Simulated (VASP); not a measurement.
A run of VASP 6.6.1:

The input INCAR:

```
  PREC = Accurate
  ENCUT = 520
  EDIFF = 1E-6
  ISMEAR = 0
  SIGMA = 0.05
  LREAL = F
  LASPH = T
  NELM = 100
  ALGO = Normal
  ISIF = 2
  LWAVE = F
  LCHARG = F
  GGA = CA
  NBANDS = 26
```

Contents of KPOINTS:

```
regular mesh
0
Gamma
  8 8 3
```

Contents of POSCAR:

```
AlN
1.0
   -3.1110021516      0.0000000000      0.0000000000
   -1.5555010758     -2.6942068945      0.0000000000
   -1.2444008606      0.0000000000      9.9560000000
Al N
4 4
Direct
   -0.0281666667      0.3333333333      0.9037500000
    0.1718333333      0.3333333333      0.4037500000
    0.6051666667      0.6666666667      0.1537500000
    0.4051666667      0.6666666667      0.6537500000
    0.2948333333      0.3333333333      0.0962500000
    0.0948333333      0.3333333333      0.5962500000
    0.5281666667      0.6666666667      0.3462500000
    0.3281666667      0.6666666667      0.8462500000
```

Potentials or basis: VASP PAW LDA potentials, release 64 (Al, N).

The run is started by

```sh
$ cat potpaw_LDA.64/Al/POTCAR potpaw_LDA.64/N/POTCAR > POTCAR
$ mpirun -np 1 vasp_std > vasp.out
```

Hardware: 1 thread of AMD EPYC 7R13 (shared host).

Problem. Estimate the wall time of this run.

Solution. Wall time 3.5 min on 1 thread of AMD EPYC 7R13, with other jobs on the host, peak memory 0.25 GiB. Counts: scf iterations 13, k points 98.
